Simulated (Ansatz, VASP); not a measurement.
# Sr in VASP and in Ansatz

Contents of INCAR:

```
ALGO = Normal
EDIFF = 1E-6
ENCUT = 520
ISIF = 2
ISMEAR = 0
LASPH = T
LCHARG = T
LELF = T
LREAL = F
LVHAR = T
LWAVE = F
NBANDS = 11
NELM = 100
PREC = Accurate
SIGMA = 0.15
```

The input KPOINTS:

```
k-points
0
Gamma
  14 14 14
```

The input POSCAR:

```
Sr
1.0
   -2.4250000000      2.1521875000      2.4250000000
    2.4250000000     -2.1521875000      2.4250000000
    2.4250000000      2.1521875000     -2.4250000000
Sr
1
Direct
    0.0000000000      0.0000000000      0.0000000000
```

Input for Ansatz:

```yaml
crystal:
  lattice:
    - [-2.425, 2.1521875, 2.425]
    - [2.425, -2.1521875, 2.425]
    - [2.425, 2.1521875, -2.425]
  atoms:
    - { symbol: Sr, position: [0.0, 0.0, 0.0] }
basis:
  ecutwfc: 420
kpoints:
  mp_grid: { grid: [14, 14, 14] }
hamiltonian:
  xc: lda
scf:
  occupations: { method: gaussian, width: 0.15 }
output:
  forces: true
  stress: true
  eigenvalues: true
```

Change from the starting cell: strain -0.1125 x Voigt [0, 1, 0, 0, 0, 0], atoms carried along.

Alike in both runs: task single point; functional LDA; k mesh 14 × 14 × 14; occupations gaussian, width 0.15 eV; no spin polarisation.

|  | VASP | Ansatz |
| --- | --- | --- |
| version | VASP 6.6.1 | Ansatz 0.2.0 |
| potentials or method | VASP PAW LDA potentials, release 64 (Sr_sv), cutoff 520 eV | scalar-relativistic, plane waves, PAW |
| valence electrons in the cell | 10 | 10 |

```csv
,VASP,Ansatz,Ansatz less VASP
gap on the k mesh at the Fermi level (eV),none,none,-
pressure (GPa),-0.7,-0.7,+0.01
"traceless stress, the component that is largest in VASP (GPa)",0.56,0.56,-0.009
```

LDA's correlation is that of Perdew and Zunger in VASP and of Perdew and Wang (1992) in Ansatz. A gap of «none» marks a metal or a gap that the smearing closes.
